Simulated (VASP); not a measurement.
# CaAl15N15 (a cell with a defect) in VASP: electric field gradients with PBE

Aim: the electric field gradients of CaAl15N15 (a cell with a defect) with PBE.

Everything below comes from runs of VASP 6.6.1. Logs are shortened: lines on timing, memory, paths and dates and some standing lists are left out, and cuts for length are marked.

## Step 1: The cell of the first run

The cell holds a defect, 31 atoms: a = 6.260 Å, b = 6.260 Å, c = 10.035 Å, α = 90.00°, β = 90.00°, γ = 120.00°.

## Step 2: Electric field gradients, PBE, collinear spin

The input, INCAR:

```
SYSTEM = CaAl15N15
PREC     = Accurate       ! precision mode
ENCUT    = 520            ! plane-wave cutoff, eV
EDIFF    = 1E-8           ! SCF threshold, eV
ISMEAR   = -1             ! smearing method
SIGMA    = 0.01           ! smearing width, eV
LREAL    = Auto         
LASPH    = .TRUE.         ! aspherical terms in the spheres
NELM     = 150            ! most SCF steps
ALGO     = Normal         ! electronic algorithm
ISIF     = 2              ! what is computed and relaxed
LWAVE    = .FALSE.        ! write WAVECAR
LCHARG   = .FALSE.        ! write CHGCAR
ISPIN    = 2              ! spin polarisation
MAGMOM   = 0.01 0 0 0 0.01 0 0 0 0.01 0 0 0 0 0 0 0.05 0.01 0 0 0.04 0.02 0 0.02 0.04 0.02 0 0.02 0.03 0 0 0 ! initial moments
LORBIT   = 11             ! projections on sites
NUPDOWN  = 1.0            ! fixed moment
GGA      = PE             ! functional
LEFG     = .TRUE.       
NELECT   = 129.0        
NBANDS   = 90             ! bands
KPAR     = 2            
NCORE    = 2
```

The input, KPOINTS:

```
Automatic mesh
0
Gamma
  2 2 2
  0.5 0.5 0.5
```

The input, POSCAR:

```
CaAl15N15
1.0
    6.2595139128      0.0000000578      0.0000000000
   -3.1297570064      5.4208980350      0.0000000000
    0.0000000000      0.0000000000     10.0348065929
Al Ca N
15 1 15
Direct
    0.3347825447      0.1642329909      0.2096984794
    0.3306698168      0.1687507198      0.7589887285
    0.1614070691      0.3375516843      0.9958954755
    0.3353241188      0.6726679917      0.2475814853
    0.1546871934      0.7955600896      0.5058306048
    0.3316316338      0.6664094304      0.7535840678
    0.1584613450      0.8273811448      0.9979058013
    0.8265891922      0.1639693572      0.2475942422
    0.7040141203      0.3450587090      0.5059145208
    0.8327671709      0.1677293682      0.7536216509
    0.6717244928      0.3406905287      0.9979949309
    0.8296483445      0.6694369567      0.2504496545
    0.6597460480      0.8394192082      0.5016525659
    0.8278222017      0.6718641431      0.7499592859
    0.6637919571      0.8352392898      1.0002842992
    0.1990934020      0.2993730571      0.4893077481
    0.1659311896      0.3336099453      0.1919964870
    0.3313663269      0.1678453140      0.9497063039
    0.1662387049      0.3329399914      0.7080832464
    0.3429842235      0.6898299460      0.4320015661
    0.1593080841      0.8262042612      0.1882442982
    0.3305943783      0.6723146441      0.9426235396
    0.1660584701      0.8373357709      0.6904876307
    0.8089547413      0.1561325637      0.4320080670
    0.6727767729      0.3396725841      0.1882936512
    0.8265114461      0.1682940250      0.9426300138
    0.6623006085      0.3338050718      0.6905021751
    0.8297228187      0.6698750944      0.4421173218
    0.6670387198      0.8322903172      0.1879802565
    0.8287049675      0.6705714654      0.9378898554
    0.6636954350      0.8357053350      0.6909724375
```

Potentials or basis: VASP PAW PBE potentials, release 64 (Al, Ca_sv, N).

Command:

```
> cat potpaw_PBE.64/Al/POTCAR potpaw_PBE.64/Ca_sv/POTCAR potpaw_PBE.64/N/POTCAR > POTCAR
> mpirun -np 4 vasp_std > vasp.out
```

OUTCAR:

```text
SYSTEM = CaAl15N15
   PREC = Accurate
   ENCUT = 520
   EDIFF = 1E-8
   ISMEAR = -1
   LREAL = Auto
   LASPH = .TRUE.
   NELM = 150
   ISIF = 2
   ISPIN = 2
   LORBIT = 11
   NUPDOWN = 1.0
   GGA = PE
   NELECT = 129.0

 ion  position               nearest neighbor table
   1  0.335  0.164  0.210-  17 1.84  25 1.85  21 1.85  11 2.80   7 2.80   3 2.85   4 3.10   8 3.10
                            12 3.16  12 3.16  16 3.17   8 3.20   4 3.20
   2  0.331  0.169  0.759-  19 1.85  18 1.91  23 1.92  27 1.92   3 3.00  11 3.03   7 3.03  16 3.06
                             6 3.11  10 3.11  14 3.13  14 3.13  10 3.15   6 3.15   9 3.25   5 3.25
   3  0.161  0.338  0.996-  22 1.89  26 1.89  18 1.90  17 1.97   1 2.85   2 3.00  10 3.01   6 3.02
                            11 3.08   7 3.08   8 3.11   4 3.11  15 3.13  15 3.13   7 3.18  11 3.18
   4  0.335  0.673  0.248-  20 1.85  21 1.88  29 1.90  17 1.92  15 3.05   5 3.08   8 3.08   7 3.08
                            13 3.10   1 3.10  12 3.10   3 3.11  12 3.16  16 3.17   8 3.18   1 3.20
   5  0.155  0.796  0.506-  20 1.78  23 1.87  28 1.89   9 2.82   6 2.99  16 3.03  14 3.03  13 3.03
                             4 3.08  12 3.12  13 3.24   2 3.25  16 3.26
   6  0.332  0.666  0.754-  19 1.86  22 1.90  31 1.91  23 1.93   5 2.99   3 3.02   7 3.05  15 3.06
                            14 3.09  13 3.09   2 3.11  10 3.12  10 3.14   2 3.15  14 3.17
   7  0.158  0.827  0.998-  22 1.86  30 1.89  18 1.91  21 1.91   1 2.80   2 3.03  11 3.05   6 3.05
                            14 3.07   3 3.08   4 3.08  12 3.10  15 3.12  15 3.14   3 3.18  11 3.21
   8  0.827  0.164  0.248-  24 1.85  25 1.88  29 1.90  17 1.92  15 3.06   4 3.08   9 3.08  11 3.08
                            13 3.10   1 3.10  12 3.11   3 3.11  12 3.15  16 3.17   4 3.18   1 3.20
   9  0.704  0.345  0.506-  24 1.78  27 1.87  28 1.89   5 2.82  10 2.99  16 3.03  14 3.03  13 3.04
                             8 3.08  12 3.12  13 3.24   2 3.25  16 3.26
  10  0.833  0.168  0.754-  19 1.86  26 1.90  31 1.91  27 1.93   9 2.99   3 3.01  11 3.05  15 3.06
                            14 3.09  13 3.09   2 3.11   6 3.12   6 3.14   2 3.15  14 3.17
  11  0.672  0.341  0.998-  26 1.86  30 1.89  18 1.91  25 1.91   1 2.80   2 3.03   7 3.05  10 3.05
                            14 3.07   3 3.08   8 3.08  12 3.10  15 3.12  15 3.14   3 3.18   7 3.21
  12  0.830  0.669  0.250-  29 1.87  21 1.89  25 1.89  28 1.92  15 3.09  11 3.10   7 3.10   4 3.10
                             8 3.11   9 3.12   5 3.12  13 3.12   8 3.15   4 3.16   1 3.16   1 3.16
  13  0.660  0.839  0.502-  24 1.85  20 1.85  31 1.90  28 1.94   5 3.03   9 3.04  14 3.09   6 3.09
                            10 3.09   4 3.10   8 3.10  12 3.12  16 3.16  16 3.16   9 3.24   5 3.24
  14  0.828  0.672  0.750-  31 1.87  30 1.89  27 1.93  23 1.93   9 3.03   5 3.03   7 3.07  11 3.07
                            15 3.08  13 3.09  10 3.09   6 3.09   2 3.13   2 3.13   6 3.17  10 3.17
  15  0.664  0.835  0.000-  29 1.88  30 1.89  26 1.90  22 1.90   4 3.05   8 3.06   6 3.06  10 3.06
                            14 3.08  12 3.09  11 3.12   7 3.12   3 3.13   3 3.13   7 3.14  11 3.14
  16  0.199  0.299  0.489-  24 2.22  20 2.22  19 2.22   5 3.03   9 3.03   2 3.06  13 3.16  13 3.16
                             1 3.17   8 3.17   4 3.17   9 3.26   5 3.26
  17  0.166  0.334  0.192-   1 1.84   4 1.92   8 1.92   3 1.97
  18  0.331  0.168  0.950-   3 1.90  11 1.91   7 1.91   2 1.91
  19  0.166  0.333  0.708-   2 1.85   6 1.86  10 1.86  16 2.22
  20  0.343  0.690  0.432-   5 1.78   4 1.85  13 1.85  16 2.22
  21  0.159  0.826  0.188-   1 1.85   4 1.88  12 1.89   7 1.91
  22  0.331  0.672  0.943-   7 1.86   3 1.89  15 1.90   6 1.90
  23  0.166  0.837  0.690-   5 1.87   2 1.92  14 1.93   6 1.93
  24  0.809  0.156  0.432-   9 1.78   8 1.85  13 1.85  16 2.22
  25  0.673  0.340  0.188-   1 1.85   8 1.88  12 1.89  11 1.91
[... 2216 lines left out ...]
  free  energy   TOTEN  =      -229.4404390465 eV

  energy  without entropy=     -229.4404390465  energy(sigma->0) =     -229.44043905

 Electric field gradients (V/A^2)
---------------------------------------------------------------------
 ion       V_xx      V_yy      V_zz      V_xy      V_xz      V_yz
---------------------------------------------------------------------
   1     -36.626   -38.582    75.207    -1.626     2.737    -1.580
   2      -6.642     4.294     2.347     9.612    -2.330     1.290
   3      -9.311   -10.663    19.975    -1.111    -3.146     1.832
   4      -2.558     6.094    -3.536    -0.148     0.233    -0.167
   5     -36.762    49.746   -12.985     5.901    17.869   -27.589
   6       7.895   -10.449     2.554    -2.633     2.850    -0.848
[... 23 lines left out ...]
  30       0.754     0.654    -1.408    -0.102     0.418    -0.372
  31      -1.248     0.218     1.030     1.330    -0.986     0.562
---------------------------------------------------------------------

 Electric field gradients after diagonalization (V/A^2)
 (convention: |V_zz| > |V_xx| > |V_yy|)
----------------------------------------------------------------------
 ion       V_xx      V_yy      V_zz     asymmetry (V_yy - V_xx)/ V_zz
----------------------------------------------------------------------
   1     -39.501   -35.796    75.297       0.049
   2       9.886     2.818   -12.703       0.556
   3     -11.288    -9.141    20.430       0.105
   4      -3.590    -2.509     6.099       0.177
   5     -50.035   -10.125    60.160       0.663
   6       9.510     1.324   -10.834       0.755
[... 23 lines left out ...]
  30       0.948     0.593    -1.541       0.230
  31       1.405     1.003    -2.408       0.167
----------------------------------------------------------------------

           NMR quadrupolar parameters

 Cq : quadrupolar parameter    Cq=e*Q*V_zz/h
 eta: asymmetry parameters     (V_yy - V_xx)/ V_zz
 Q  : nuclear electric quadrupole moment in mb (millibarn)
----------------------------------------------------------------------
 ion       Cq(MHz)       eta       Q (mb)
----------------------------------------------------------------------
   1       0.182       0.049       1.000
   2      -0.031       0.556       1.000
   3       0.049       0.105       1.000
   4       0.015       0.177       1.000
   5       0.145       0.663       1.000
   6      -0.026       0.755       1.000
[... 23 lines left out ...]
  30      -0.004       0.230       1.000
  31      -0.006       0.167       1.000
----------------------------------------------------------------------

 total charge

# of ion       s       p       d       tot
------------------------------------------
    1        0.387   0.425   0.000   0.812
    2        0.363   0.429   0.000   0.792
    3        0.361   0.421   0.000   0.783
    4        0.364   0.436   0.000   0.801
    5        0.393   0.434   0.000   0.827
    6        0.364   0.431   0.000   0.796
[... 23 lines left out ...]
   30        1.223   2.635   0.000   3.858
   31        1.222   2.625   0.000   3.847
--------------------------------------------------
tot         26.022  51.695   0.414  78.131

 magnetization (x)

# of ion       s       p       d       tot
------------------------------------------
    1        0.002   0.013   0.000   0.014
    2       -0.000  -0.000   0.000  -0.000
    3        0.000   0.000   0.000   0.001
    4       -0.000  -0.000   0.000  -0.000
    5        0.008   0.025   0.000   0.033
    6        0.000   0.000   0.000   0.001
[... 23 lines left out ...]
   30        0.000   0.004   0.000   0.004
   31        0.000   0.000   0.000   0.000
--------------------------------------------------
tot          0.047   0.258   0.036   0.342
```

OSZICAR:

```text
N       E                     dE             d eps       ncg     rms          rms(c)
DAV:   1     0.644117400751E+03    0.64412E+03   -0.59608E+04  4320   0.130E+03
DAV:   2    -0.197473139571E+03   -0.84159E+03   -0.80098E+03  5448   0.286E+02
[... 13 lines left out ...]
DAV:  16    -0.229440438857E+03   -0.25154E-05   -0.45577E-06  5248   0.742E-03    0.414E-03
DAV:  17    -0.229440439099E+03   -0.24211E-06   -0.85280E-07  5904   0.344E-03    0.167E-03
DAV:  18    -0.229440439098E+03    0.12105E-08   -0.26448E-07  5144   0.186E-03    0.910E-04
DAV:  19    -0.229440439078E+03    0.19859E-07   -0.23142E-08  4040   0.726E-04    0.498E-04
DAV:  20    -0.229440439062E+03    0.16073E-07   -0.23005E-08  3280   0.530E-04    0.273E-04
DAV:  21    -0.229440439052E+03    0.10373E-07   -0.39798E-09  2864   0.280E-04    0.154E-04
DAV:  22    -0.229440439046E+03    0.51459E-08   -0.22001E-09  2856   0.159E-04
   1 F= -.22944044E+03 E0= -.22944044E+03  d E =-.162810E-12  mag=     1.0000
```

It took 5.9 min on 4 MPI ranks of Intel Xeon 6975P-C (Granite Rapids), shared host; peak memory 0.51 GiB.

What came out:

| Item | Value |
| --- | --- |
| Free energy | -229.4404 eV |
| Largest force | 0.418 eV/Å |
| Net moment | 1.00 μB per cell |
| Site moments | Al +0.01, -0.00, +0.00, +0.03 (each value once); Ca +0.07; N +0.01, +0.00, +0.04, +0.02 (each value once) μB |
| Largest electric field gradient by atom | Al +75.3, -12.7, +20.4, +6.1, +60.2, -10.8, +11.6, +6.2, +60.4, -10.7, +11.5, -9.2, +16.7, -9.0, -1.2; Ca -11.2; N +12.5, +8.3, -18.8, -14.5, -6.1, -7.0, +9.0, +8.9, +16.8, -5.5, -1.5, -2.4 (each value once) V/Å² |
| Valence electrons inside the program's atomic spheres | Al 0.81, 0.79, 0.78, 0.80, 0.83 (each value once); Ca 8.37; N 3.83, 3.84, 3.87, 3.86, 3.82, 3.85 (each value once) |

Forces in eV/Å, atoms in the order of the input:
```
Al   0.140 -0.081 -0.191
Al   0.114 -0.058 -0.103
Al  -0.132  0.077 -0.153
Al   0.137 -0.052 -0.117
Al  -0.001  0.133  0.103
Al   0.079 -0.085 -0.089
Al  -0.089  0.088 -0.106
Al   0.118 -0.091 -0.120
Al  -0.117 -0.073  0.098
Al   0.115 -0.025 -0.093
Al  -0.120  0.039 -0.119
Al   0.098 -0.054 -0.144
Al  -0.105  0.052 -0.077
Al   0.147 -0.087 -0.072
Al  -0.132  0.074 -0.095
Ca  -0.234  0.151 -0.279
N   -0.162  0.069  0.182
N    0.196 -0.117  0.223
N   -0.180  0.105  0.362
N    0.290 -0.105  0.107
N   -0.114  0.212  0.021
N    0.198 -0.104  0.085
N   -0.119  0.044  0.145
N    0.230 -0.192  0.104
N   -0.237  0.008  0.021
N    0.198 -0.101  0.089
N   -0.100  0.059  0.152
N   -0.032  0.020 -0.038
N   -0.167  0.093  0.087
N    0.168 -0.105  0.053
N   -0.187  0.107 -0.035
```

Electric field gradients, principal values (V/Å²):
| atom | least | middle | greatest (by size) |
| --- | --- | --- | --- |
| 1 Al | -35.796 | -39.501 | 75.297 |
| 2 Al | 2.818 | 9.886 | -12.703 |
| 3 Al | -9.141 | -11.288 | 20.430 |
| 4 Al | -2.509 | -3.590 | 6.099 |
| 5 Al | -10.125 | -50.035 | 60.160 |
| 6 Al | 1.324 | 9.510 | -10.834 |
| 7 Al | -0.434 | -11.197 | 11.631 |
| 8 Al | -2.593 | -3.614 | 6.206 |
| 9 Al | -10.312 | -50.043 | 60.355 |
| 10 Al | 1.273 | 9.448 | -10.721 |
| 11 Al | -0.408 | -11.069 | 11.477 |
| 12 Al | 1.678 | 7.545 | -9.223 |
| 13 Al | -7.417 | -9.326 | 16.742 |
| 14 Al | 1.320 | 7.641 | -8.961 |
| 15 Al | 0.433 | 0.813 | -1.246 |
| 16 Ca | 1.245 | 9.949 | -11.194 |
| 17 N | -4.998 | -7.533 | 12.531 |
| 18 N | -1.071 | -7.248 | 8.319 |
| 19 N | 7.062 | 11.735 | -18.797 |
| 20 N | 4.515 | 9.966 | -14.481 |
| 21 N | 0.120 | 5.963 | -6.083 |
| 22 N | 2.470 | 4.556 | -7.026 |
| 23 N | -0.832 | -8.169 | 9.002 |
| 24 N | 4.518 | 10.027 | -14.545 |
| 25 N | 0.171 | 5.930 | -6.101 |
| 26 N | 2.419 | 4.600 | -7.019 |
| 27 N | -0.727 | -8.198 | 8.925 |
| 28 N | -1.761 | -15.058 | 16.819 |
| 29 N | 1.706 | 3.809 | -5.515 |
| 30 N | 0.593 | 0.948 | -1.541 |
| 31 N | 1.003 | 1.405 | -2.408 |

Caveat: the k points lie up to 0.58 Å⁻¹ apart; the cell carries a net charge on a neutralising background, which shifts energy and pressure; without QUAD_EFG the Cq values of the log hold for a quadrupole moment of 1 mb, not for the nuclei; the total moment is fixed, so each spin has its own Fermi level and the state may be an excited one.
